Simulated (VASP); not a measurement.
Input of a VASP 6.6.1 run:

The input INCAR:

```
SYSTEM = BP
PREC     = Accurate       ! precision mode
ENCUT    = 500            ! plane-wave cutoff, eV
EDIFF    = 1E-6           ! SCF threshold, eV
ISMEAR   = -1             ! smearing method
SIGMA    = 0.05           ! smearing width, eV
LREAL    = .FALSE.        ! projectors in reciprocal space
LASPH    = .TRUE.         ! aspherical terms in the spheres
NELM     = 120            ! most SCF steps
ALGO     = Normal         ! electronic algorithm
ISIF     = 2              ! what is computed and relaxed
LWAVE    = .FALSE.        ! write WAVECAR
LCHARG   = .FALSE.        ! write CHGCAR
GGA      = PS             ! functional
NBANDS   = 11             ! bands
GGA_COMPAT= .FALSE.
```

File KPOINTS:

```
regular mesh
0
G
  16 16 16
  0 0 0
```

File POSCAR:

```
BP
1.0
    0.0000000000      2.2600702900      2.2600702900
    2.2600702900      0.0000000000      2.2600702900
    2.2600702900      2.2600702900      0.0000000000
B P
1 1
Direct
    0.0000000000      0.0000000000      0.0000000000
    0.7500000000      0.7500000000      0.7500000000
```

Potentials or basis: VASP PAW PBE potentials, release 64 (B, P).

Launch:

```sh
$ cat potpaw_PBE.64/B/POTCAR potpaw_PBE.64/P/POTCAR > POTCAR
$ mpirun -np 1 vasp_std > vasp.out
```

Predict the band gap on the k mesh.

1.12 eV, indirect (least direct gap 3.37 eV).

Predict the pressure.

0.1 GPa.

Caveat: the PAW data sets were made with another functional, which shifts forces and pressure a little. A k mesh can miss the band edges.
